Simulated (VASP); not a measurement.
# Re (P6_3/mmc) in VASP: vibrations by perturbation theory with PBEsol

Aim: the vibrations by perturbation theory of Re with PBEsol.

Program: VASP 6.6.1. These are calculated values, not measurements. Logs are shortened: lines on timing, memory, paths and dates and some standing lists are left out, and cuts for length are marked.

## (1) The cell of the first run

It takes space group P6_3/mmc (No. 194, hexagonal). The conventional cell has a = 2.766 Å, b = 2.766 Å, c = 8.939 Å, α = 90.00°, β = 90.00°, γ = 120.00°. Within 3.6 Å of Re (site symmetry -6m2) lie 12 Re at 2.75 to 2.77 Å. Re (site symmetry -3m) has 12 Re at 2.75 to 2.77 Å within 3.6 Å.

## (2) Vibrations by perturbation theory, PBEsol

Contents of INCAR:

```
PREC = Accurate
ENCUT = 520
EDIFF = 1E-8
ISMEAR = -1
SIGMA = 0.05
LREAL = False
LASPH = True
NELM = 100
ALGO = Normal
ISIF = 2
LWAVE = False
LCHARG = False
GGA = PS
IBRION = 8
NSW = 1
```

Contents of KPOINTS:

```
regular mesh
0
Gamma
  9 9 3
```

Contents of POSCAR:

```
Re
1.0
    2.7663873939      0.0000000000      0.0000000000
   -1.3831936969      2.3957617598      0.0000000000
    0.0000000000      0.0000000000      8.9388451600
Re
4
Direct
    0.6666666667      0.3333333333      0.7500000000
    0.0000000000      0.0000000000      0.5000000000
    0.3333333333      0.6666666667      0.2500000000
    0.0000000000      0.0000000000      0.0000000000
```

Potentials or basis: VASP PAW PBE potentials, release 64 (Re).

On the command line:

```sh
> cat potpaw_PBE.64/Re/POTCAR > POTCAR
> mpirun -np 1 vasp_std > vasp.out
```

OUTCAR:

```text
PREC = Accurate
   ENCUT = 520
   EDIFF = 1E-8
   ISMEAR = -1
   LREAL = False
   LASPH = True
   NELM = 100
   ISIF = 2
   GGA = PS
   IBRION = 8
   NSW = 1

 ion  position               nearest neighbor table
   1  0.667  0.333  0.750-   2 2.75   4 2.75   2 2.75   4 2.75   2 2.75   4 2.75
   2  0.000  0.000  0.500-   1 2.75   3 2.75   3 2.75   1 2.75   1 2.75   3 2.75
   3  0.333  0.667  0.250-   2 2.75   4 2.75   2 2.75   4 2.75   2 2.75   4 2.75
   4  0.000  0.000  0.000-   1 2.75   3 2.75   3 2.75   1 2.75   1 2.75   3 2.75

  LATTYP: Found a hexagonal cell.
 ALAT       =     2.7663873939
 C/A-ratio  =     3.2312340563

  Lattice vectors:

 A1 = (   2.7663873939,   0.0000000000,   0.0000000000)
 A2 = (  -1.3831936969,   2.3957617598,   0.0000000000)
 A3 = (   0.0000000000,   0.0000000000,   8.9388451600)

Analysis of symmetry for initial positions (statically):
=====================================================================
 Subroutine PRICEL returns:
 Original cell was already a primitive cell.

 Routine SETGRP: Setting up the symmetry group for a
 hexagonal supercell.

 Subroutine GETGRP returns: Found 24 space group operations
 (whereof 12 operations were pure point group operations)
 out of a pool of 24 trial point group operations.

The static configuration has the point symmetry D_3d.
 The point group associated with its full space group is D_6h.

Analysis of symmetry for dynamics (positions and initial velocities):
=====================================================================
 Subroutine PRICEL returns:
 Original cell was already a primitive cell.

 Routine SETGRP: Setting up the symmetry group for a
 hexagonal supercell.

 Subroutine GETGRP returns: Found 24 space group operations
 (whereof 12 operations were pure point group operations)
 out of a pool of 24 trial point group operations.

The dynamic configuration has the point symmetry D_3d.
 The point group associated with its full space group is D_6h.

 Subroutine INISYM returns: Found 24 space group operations
 (whereof 12 operations are pure point group operations),
 and found     1 'primitive' translations

----------------------------------------------------------------------------------------

                                     Primitive cell

  volume of cell :      59.2431

  direct lattice vectors                    reciprocal lattice vectors
     2.766387394  0.000000000  0.000000000     0.361482272  0.208701887  0.000000000
    -1.383193697  2.395761760  0.000000000     0.000000000  0.417403774  0.000000000
     0.000000000  0.000000000  8.938845160     0.000000000  0.000000000  0.111871274

  length of vectors
     2.766387394  2.766387394  8.938845160     0.417403774  0.417403774  0.111871274

  position of ions in fractional coordinates (direct lattice)
     0.666666667  0.333333333  0.750000000
     0.000000000  0.000000000  0.500000000
     0.333333333  0.666666667  0.250000000
     0.000000000  0.000000000  0.000000000

  ion indices of the primitive-cell ions
   primitive index   ion index
                 1           1
                 2           2
                 3           3
[... 119 lines left out ...]

  energy without entropy =      -53.44764718  energy(sigma->0) =      -53.45849537

 E-fermi :   7.8221     XC(G=0): -13.7839

 val. band max:        7.7886109184   @ k =   0.2222   0.0000   0.0000
 cond. band min:       7.8752165680   @ k =   0.1111  -0.0000   0.0000
 fundamental gap:      0.0866056496
 Fermi energy:         7.8221411783

 k-point     1 :       0.0000    0.0000    0.0000
  band No.  band energies     occupation
      1      -2.2155      2.00000
      2       0.0970      2.00000
      3       0.1590      2.00000
      4       1.0600      2.00000
      5       5.1917      2.00000
      6       5.2832      2.00000
[... 493 lines left out ...]
     17      10.8669      0.00000
     18      11.0187      0.00000

------------------------ aborting loop because EDIFF is reached ----------------------------------------

  FORCE on cell =-STRESS in cart. coord.  units (eV):
  Direction    XX          YY          ZZ          XY          YZ          ZX
  --------------------------------------------------------------------------------------
  -------------------------------------------------------------------------------------
  Total       -2.2761260     -2.2761260     -3.0359435     -0.0000000      0.0000000      0.0000000
  in kB      -61.5557799    -61.5557799    -82.1043608     -0.0000000      0.0000000      0.0000000
  external PRESSURE =     -68.4053069 kB  Pullay stress =       0.0000000 kB

 VOLUME and BASIS-vectors are now :
 -----------------------------------------------------------------------------
  energy-cutoff  :      520.00
  volume of cell :       59.24
      direct lattice vectors                 reciprocal lattice vectors
     2.766387394  0.000000000  0.000000000     0.361482272  0.208701887  0.000000000
    -1.383193697  2.395761760  0.000000000     0.000000000  0.417403774  0.000000000
     0.000000000  0.000000000  8.938845160     0.000000000  0.000000000  0.111871274

 POSITION                                       TOTAL-FORCE (eV/Angst)
 -----------------------------------------------------------------------------------
      1.38319      0.79859      6.70413        -0.000000      0.000000      0.000000
      0.00000      0.00000      4.46942         0.000000      0.000000     -0.000000
     -0.00000      1.59717      2.23471         0.000000     -0.000000     -0.000000
      0.00000      0.00000      0.00000         0.000000      0.000000     -0.000000
 -----------------------------------------------------------------------------------
    total drift:                               -0.000000      0.000000      0.000000

  FREE ENERGIE OF THE ION-ELECTRON SYSTEM (eV)
  ---------------------------------------------------
  free  energy   TOTEN  =       -53.4693435642 eV

  energy  without entropy=      -53.4476471819  energy(sigma->0) =      -53.45849537

[... ionic steps 2 to 3 ...]

--------------------------------------- Ionic step        4  -------------------------------------------

------------------------ aborting loop because EDIFF is reached ----------------------------------------
[... 11 lines left out ...]
[... ionic steps 8 to 8 ...]

--------------------------------------- Ionic step        9  -------------------------------------------

 Free energy of the ion-electron system (eV)
  ---------------------------------------------------
  ---------------------------------------------------
  free energy    TOTEN  =        -0.20815632 eV

  energy without entropy =       -0.20815632

------------------------ aborting loop because EDIFF is reached ----------------------------------------

 INTERNAL STRAIN TENSOR  FOR ION    2  DIRECTION 3   (eV/Angst):
 -----------------------------------------------------------------------------
     0.01130  0.00000  0.00000
     0.00000  0.01130 -0.00000
     0.00000  0.00000 -0.03125

 INTERNAL STRAIN TENSOR FOR ION    4 for displacements in x,y,z  (eV/Angst):
          X           Y           Z          XY          YZ          ZX
  --------------------------------------------------------------------------------
  x     0.00000     0.00000     0.00000     0.00000     0.00000     0.00000
  y     0.00000     0.00000     0.00000     0.00000     0.00000     0.00000
  z     0.00000     0.00000     0.00000     0.00000     0.00000     0.00000

 SECOND DERIVATIVES (NOT SYMMETRIZED)
 ------------------------------------
               1X          1Y          1Z          2X          2Y          2Z          3X          3Y          3Z          4X          4Y          4Z
  1X    -4.730697   -0.000000    0.000000    2.217435    0.000000    0.000000    0.295826    0.000000    0.000000    2.217435    0.000000   -0.000000
  1Y    -0.000000   -4.730697    0.000000    0.000000    2.217435    0.000000    0.000000    0.295826    0.000000    0.000000    2.217435    0.000000
  1Z     0.000000   -0.000000  -12.523339    0.000000    0.000000    2.948915   -0.000000   -0.000000    6.625509   -0.000000    0.000000    2.948915
  2X     2.206449    0.000000    0.000000   -4.856600   -0.000000    0.000000    2.206449    0.000000    0.000000    0.443702    0.000000    0.000000
  2Y     0.000000    2.206449    0.000000   -0.000000   -4.856600    0.000000    0.000000    2.206449    0.000000    0.000000    0.443702    0.000000
  2Z     0.000000    0.000000    2.937525   -0.000000    0.000000  -13.285048    0.000000    0.000000    2.937525    0.000000    0.000000    7.409997
  3X     0.295826    0.000000    0.000000    2.217435    0.000000    0.000000   -4.730697   -0.000000    0.000000    2.217435    0.000000   -0.000000
  3Y     0.000000    0.295826    0.000000    0.000000    2.217435    0.000000   -0.000000   -4.730697    0.000000    0.000000    2.217435    0.000000
  3Z    -0.000000   -0.000000    6.625509    0.000000    0.000000    2.948915    0.000000   -0.000000  -12.523339   -0.000000    0.000000    2.948915
  4X     2.206449    0.000000    0.000000    0.443702    0.000000    0.000000    2.206449    0.000000    0.000000   -4.856600   -0.000000    0.000000
  4Y     0.000000    2.206449    0.000000    0.000000    0.443702    0.000000    0.000000    2.206449    0.000000   -0.000000   -4.856600    0.000000
  4Z     0.000000   -0.000000    2.937525    0.000000    0.000000    7.409997   -0.000000   -0.000000    2.937525    0.000000   -0.000000  -13.285048

 Eigenvectors and eigenvalues of the dynamical matrix
 ----------------------------------------------------

   1 f  =    5.211778 THz    32.746568 2PiTHz  173.846205 cm-1    21.554173 meV
             X         Y         Z           dx          dy          dz
      1.383194  0.798587  6.704134    -0.000000    0.000000    0.000000
      0.000000  0.000000  4.469423     0.000000   -0.000000    0.707107
     -0.000000  1.597175  2.234711    -0.000000    0.000000    0.000000
      0.000000  0.000000  0.000000     0.000000   -0.000000   -0.707107
[... 71 lines left out ...]
  12 f/i=    0.004232 THz     0.026588 2PiTHz    0.141151 cm-1     0.017500 meV
             X         Y         Z           dx          dy          dz
      1.383194  0.798587  6.704134     0.403077   -0.294802   -0.000000
      0.000000  0.000000  4.469423     0.404079   -0.295535   -0.000000
     -0.000000  1.597175  2.234711     0.403077   -0.294802   -0.000000
      0.000000  0.000000  0.000000     0.404079   -0.295535   -0.000000

--------------------------------------------------------------------------------------------------------

 ELASTIC MODULI CONTR FROM IONIC RELAXATION (kBar)
 Direction    XX          YY          ZZ          XY          YZ          ZX
 --------------------------------------------------------------------------------
 XX         -77.5991     77.5991     -0.0000     -0.0000      0.0000      0.0000
 YY          77.5991    -77.5991      0.0000     -0.0000     -0.0000      0.0000
 ZZ          -0.0000      0.0000     -0.0000      0.0000      0.0000      0.0000
 XY          -0.0000     -0.0000      0.0000    -77.5991     -0.0000      0.0000
 YZ           0.0000     -0.0000      0.0000     -0.0000     -0.0000      0.0000
 ZX           0.0000      0.0000      0.0000      0.0000      0.0000      0.0000
 --------------------------------------------------------------------------------
```

Run time: 16 min. Hardware: 1 thread of Intel Xeon 8259CL, shared host; peak memory 0.34 GiB.

What came out:

| Property | Result |
| --- | --- |
| Highest phonon frequency at Γ | 174 cm⁻¹ |

Phonon frequencies in cm⁻¹ (negative: imaginary):
```tsv
q point	frequencies
(0.000, 0.000, 0.000)	0 0 0 86 86 88 88 114 114 131 167 174
```

Caveat: the cell stands under pressure or tension, which shifts response properties; the PAW data sets were made with another functional, which shifts forces and pressure a little; spin-orbit coupling is left out, which moves the levels of the heavy elements.
